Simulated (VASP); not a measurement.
Input of a VASP 6.6.1 run:

INCAR

```
  ALGO = Normal
  EDIFF = 1E-6
  ENCUT = 500
  GGA = CA
  GGA_COMPAT = False
  ISIF = 2
  ISMEAR = -1
  LASPH = True
  LCHARG = False
  LREAL = False
  LWAVE = False
  NBANDS = 10
  NELM = 120
  PREC = Accurate
  SIGMA = 0.1
```

Contents of KPOINTS:

```
k-points
0
Gamma
  23 23 23
```

File POSCAR:

```
Ir
1.0
    0.0000000000      1.9794750903      1.9794750903
    1.9794750903      0.0000000000      1.9794750903
    1.9794750903      1.9794750903      0.0000000000
Ir
1
Direct
    0.0000000000      0.0000000000      0.0000000000
```

Potentials or basis: VASP PAW LDA potentials, release 64 (Ir).

The run is started by

```console
$ cat potpaw_LDA.64/Ir/POTCAR > POTCAR
$ mpirun -np 1 vasp_std > vasp.out
```

Problem. Predict the pressure.

Solution. -32.9 GPa.
